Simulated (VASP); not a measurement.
A run of VASP 6.6.1 is set up as follows.

INCAR

```
SYSTEM = Sb
  PREC = Accurate
  ENCUT = 520
  EDIFF = 1E-7
  ISMEAR = -1
  SIGMA = 0.02
  LREAL = .False.
  LASPH = .True.
  NELM = 150
  ALGO = Normal
  ISIF = 2
  LWAVE = .False.
  LCHARG = .True.
  MAGMOM = 0 0 0 0 0 0
  LORBIT = 11
  LSORBIT = .True.
  GGA_COMPAT = .False.
  LORBMOM = .True.
  GGA = PE
  LVHAR = .True.
  NBANDS = 22
```

File KPOINTS:

```
regular mesh
0
Gamma
  8 8 8
  0 0 0
```

POSCAR

```
Sb
1.0
    2.1647005704      1.2497904571      3.8274116321
   -2.1647005704      1.2497904571      3.8274116321
    0.0000000000     -2.4995809141      3.8274116321
Sb
2
Direct
    0.2315156446      0.2315156446      0.2315156446
    0.7684843554      0.7684843554      0.7684843554
```

Potentials or basis: VASP PAW PBE potentials, release 64 (Sb).

The run is started by

```sh
$ cat potpaw_PBE.64/Sb/POTCAR > POTCAR
$ mpirun -np 1 vasp_ncl > vasp.out
```

(1) Predict the net moment.

(2) Predict the pressure.

Results:

(1) 0.00 μB per cell.

(2) 1.9 GPa.
